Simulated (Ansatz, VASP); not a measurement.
**One calculation of NaF, two programs**

```xyz
2
Lattice="0.0000 2.2972 2.2857 2.2972 0.0000 2.2857 2.2972 2.2972 0.0000" Properties=species:S:1:pos:R:3 pbc="T T T"
Na    0.0000    0.0000    0.0000
F     2.2972    2.2972    2.2857
```

Change from the starting cell: uniaxial_z strain -0.5%.

Alike in both runs: task single point; functional r2SCAN; k mesh 10 × 10 × 10; no spin polarisation.

|  | VASP | Ansatz |
| --- | --- | --- |
| version | VASP 6.6.1 | Ansatz 0.2.0 |
| potentials or method | VASP PAW PBE potentials, release 64 (Na_pv, F) | plane waves, PAW |
| plane-wave cutoff (eV) | 520 | 500 |
| occupations | gaussian, width 0.01 eV | fixed |
| valence electrons in the cell | 14 | 16 |

```csv
,VASP,Ansatz,Ansatz less VASP
gap on the k mesh at the Fermi level (eV),7.35,7.31,-0.041
pressure (GPa),-0.6,0.3,+0.85
"traceless stress, the component that is largest in VASP (GPa)",0.33,0.33,+0.004
```

VASP's potentials were made for PBE, not for r2SCAN. VASP's potentials hold 14 valence electrons a cell and Ansatz's 16, so a difference there can come from the potentials and not from the codes.
